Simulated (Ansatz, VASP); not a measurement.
Ta: VASP beside Ansatz

File INCAR:

```
SYSTEM = Ta
  ALGO = Normal
  EDIFF = 1E-7
  ENCUT = 520
  ISIF = 2
  ISMEAR = -1
  LASPH = .TRUE.
  LCHARG = .FALSE.
  LREAL = .FALSE.
  LWAVE = .FALSE.
  NBANDS = 12
  NELM = 80
  PREC = Accurate
  SIGMA = 0.05
```

KPOINTS

```
k-points
0
G
  16 16 16
  0 0 0
```

The input POSCAR:

```
Ta
1.0
   -1.5989467467      1.5989467467      1.5989467467
    1.5989467467     -1.5989467467      1.5989467467
    1.5989467467      1.5989467467     -1.5989467467
Ta
1
Direct
    0.0000000000      0.0000000000      0.0000000000
```

Input for Ansatz:

```yaml
crystal:
  lattice:
    - [-1.5989467467, 1.5989467467, 1.5989467467]
    - [1.5989467467, -1.5989467467, 1.5989467467]
    - [1.5989467467, 1.5989467467, -1.5989467467]
  atoms:
    - { symbol: Ta, position: [0.0, 0.0, 0.0] }
kpoints:
  mp_grid: { grid: [16, 16, 16] }
  band_path:
    path:
      - [0.0, 0.0, 0.0]
      - [0.5, -0.5, 0.5]
      - [0.0, 0.0, 0.5]
      - [0.0, 0.0, 0.0]
      - [0.25, 0.25, 0.25]
      - [0.5, -0.5, 0.5]
      - [0.25, 0.25, 0.25]
      - [0.0, 0.0, 0.5]
    npoints: 8
scf:
  occupations: { method: fermi_dirac, width: 0.05 }
hamiltonian:
  xc: lda
  pseudopotentials: { kind: all_electron, lapw: { basis_error: 0.001 } }
output:
  forces: true
  stress: true
  eigenvalues: true
  populations: true
  dos: { projected: true, de: 0.2, e_range: [-14, 8] }
```

Change from the starting cell: volume scaled by 0.95, LAPW.

Alike in both runs: task single point; functional LDA; k mesh 16 × 16 × 16; occupations fermi-dirac, width 0.05 eV; no spin polarisation.

|  | VASP | Ansatz |
| --- | --- | --- |
| version | VASP 6.6.1 | Ansatz 0.2.0 |
| potentials or method | VASP PAW LDA potentials, release 64 (Ta_pv), cutoff 520 eV | all-electron LAPW, scalar-relativistic |

|  | VASP | Ansatz | Ansatz less VASP |
| --- | --- | --- | --- |
| pressure (GPa) | 13.1 | 11.7 | -1.38 |

LDA's correlation is that of Perdew and Zunger in VASP and of Perdew and Wang (1992) in Ansatz. Ansatz ran all-electron here, and VASP with PAW potentials.

Neither program's run includes spin-orbit coupling.
